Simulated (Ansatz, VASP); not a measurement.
Two plane-wave programs on Al2Cu

File INCAR:

```
SYSTEM = Al2Cu
PREC = Accurate
ENCUT = 600
EDIFF = 1E-7
ISMEAR = -1
SIGMA = 0.15
LREAL = .FALSE.
LASPH = .TRUE.
NELM = 100
ALGO = Normal
ISIF = 3
LWAVE = .FALSE.
LCHARG = .FALSE.
IBRION = 2
NSW = 80
EDIFFG = -0.001
```

KPOINTS

```
regular mesh
0
G
  8 8 12
  0 0 0
```

Contents of POSCAR:

```
Al2Cu
1.0
    4.0511000446      0.0000000000      0.0000000000
    0.0000000000      4.0511000446      0.0000000000
    0.0000000000      0.0000000000      2.8119258758
Al Cu
2 1
Direct
    0.5000000000      0.0000000000      0.5000000000
    0.0000000000      0.5000000000      0.5000000000
    0.0000000000      0.0000000000      0.0000000000
```

Input for Ansatz:

```yaml
crystal:
  lattice:
    - [4.051100047, 0.0, 0.0]
    - [0.0, 4.051100047, 0.0]
    - [0.0, 0.0, 2.8119258731]
  atoms:
    - { symbol: Al, position: [0.5, 0.0, 0.5] }
    - { symbol: Al, position: [0.0, 0.5, 0.5] }
    - { symbol: Cu, position: [0.0, 0.0, 0.0] }
basis:
  ecutwfc: 420
kpoints:
  mp_grid: { grid: [8, 8, 12] }
hamiltonian:
  xc: lda
  pseudopotentials: { kind: paw, azcp: { folder: soft_1 } }
scf:
  occupations: { method: fermi_dirac, width: 0.15 }
output:
  forces: true
  stress: true
  eigenvalues: true
relax:
  adjacent_minimum: "off"
  f_tol: 0.001
  max_steps: 60
  cell: { stress_tol: 0.01 }
```

Alike in both runs: task relaxation of cell and atoms; functional LDA; k mesh 8 × 8 × 12; occupations fermi-dirac, width 0.15 eV; no spin polarisation.

|  | VASP | Ansatz |
| --- | --- | --- |
| version | VASP 6.6.1 | Ansatz 0.2.0 |
| potentials or method | VASP PAW LDA potentials, release 64 (Al, Cu), cutoff 600 eV | scalar-relativistic, plane waves, PAW |
| valence electrons in the cell | 17 | 25 |

```tsv
	VASP	Ansatz	Ansatz less VASP
gap on the k mesh at the Fermi level, each at its own relaxed structure (eV)	none	none	-
relaxed volume (Å³/atom)	15.44	15.40	-0.045
relaxed cell length with the largest relative difference (Å)	4.058	4.053	-0.0047
```

Ansatz warns that its potentials were made for another functional, while VASP's fit it. LDA's correlation is that of Perdew and Zunger in VASP and of Perdew and Wang (1992) in Ansatz. A gap of «none» marks a metal or a gap that the smearing closes. VASP's potentials hold 17 valence electrons a cell and Ansatz's 25, so a difference there can come from the potentials and not from the codes.
